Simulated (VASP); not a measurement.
Nb:

```
Nb
1.0
    -1.69658    1.69658    1.69658
     1.69658   -1.69658    1.69658
     1.69658    1.69658   -1.69658
Nb
1
Direct
  0.00000 0.00000 0.00000
```

This cell differs from its parent crystal: volume scaled by 1.06.

Base run:

* Program: VASP 6.6.1
* Functional: PBEsol
* Potentials or basis: VASP PAW PBE potentials, release 64 (Nb_sv)
* Cutoff: 500 eV
* k mesh: 11 × 11 × 11
* Occupations: fermi-dirac, width 0.05 eV
* Spin: no spin polarisation

Its results: pressure -16.2 GPa.

Problem. The run is repeated on the same cell with these changes: functional from PBEsol to LDA; potentials or basis from VASP PAW PBE potentials, release 64 (Nb_sv) to VASP PAW LDA potentials, release 64 (Nb_sv). What comes out?

Solution. Pressure -19.4 GPa.

Caveats: the PAW data sets were made with another functional, which shifts forces and pressure a little (some runs).
